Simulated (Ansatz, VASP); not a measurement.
**One calculation of C, two programs**

```
C
1.0
     1.23248    0.71157    3.36094
    -1.23248    0.71157    3.36094
     0.00000   -1.42315    3.36094
C
2
Direct
  0.16664 0.16664 0.18772
  0.83336 0.83336 0.81228
```

Change from the starting cell: mode 4 frozen in at +0.071 Å and mode 6 at -0.030 Å (largest displacements).

Alike in both runs: task single point; functional PBE; dispersion D3(BJ); k mesh 15 × 15 × 15; occupations gaussian, width 0.05 eV; no spin polarisation.

|  | VASP | Ansatz |
| --- | --- | --- |
| version | VASP 6.6.1 | Ansatz 0.2.0 |
| potentials or method | VASP PAW PBE potentials, release 64 (C), cutoff 520 eV | scalar-relativistic, plane waves, PAW |
| valence electrons in the cell | 8 | 8 |

VASP gave:

| Item | Value |
| --- | --- |
| gap on the k mesh at the Fermi level (eV) | 0.39 |
| least direct gap on the mesh (eV) | 0.39 |
| pressure (GPa) | 1.0 |
| traceless stress, the component that is largest in VASP (GPa) | 7.83 |
| rms of the force components (eV/Å) | 2.326 |

Q: Which values does Ansatz return?

A: gap on the k mesh at the Fermi level (eV): 0.39; least direct gap on the mesh (eV): 0.39; pressure (GPa): 0.6; traceless stress, the component that is largest in VASP (GPa): 7.49; rms of the force components (eV/Å): 2.326.

Atom by atom the forces differ by 0.006 eV/Å (rms over components).
